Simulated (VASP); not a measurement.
HfO2:

```xyz
6
Lattice="4.9079 0.0000 0.0000 0.0000 4.9079 0.0000 0.0000 0.0000 3.2683" Properties=species:S:1:pos:R:3 pbc="T T T"
Hf    2.4540    2.4540    1.6341
Hf    0.0000    0.0000    0.0000
O     3.9511    0.9568    1.6341
O     3.4108    3.4108    0.0000
O     1.4971    1.4971    0.0000
O     0.9568    3.9511    1.6341
```

This cell differs from its parent crystal: volume scaled by 1.06.

Base run:

```yaml
Program: VASP 6.6.1
Functional: PBEsol
Potentials_or_basis: VASP PAW PBE potentials, release 64 (Hf_pv, O)
Cutoff: 520 eV
k_mesh: 6 × 6 × 8
Occupations: fermi-dirac, width 0.05 eV
Spin: no spin polarisation
```

Its results: band gap on the k mesh 3.65 eV, direct; pressure -12.9 GPa; largest force 0.205 eV/Å.

Question: The run is repeated on the same cell with these changes: functional from PBEsol to PBE. What comes out?

Answer: Band gap on the k mesh 3.76 eV, direct; pressure -7.0 GPa; largest force 0.148 eV/Å.

PBE binds less tightly than PBEsol, so the same cell stands under more pressure.

Caveats: spin-orbit coupling is left out, which moves the levels of the heavy elements; the PAW data sets were made with another functional, which shifts forces and pressure a little (some runs).

A k mesh can miss the band edges.
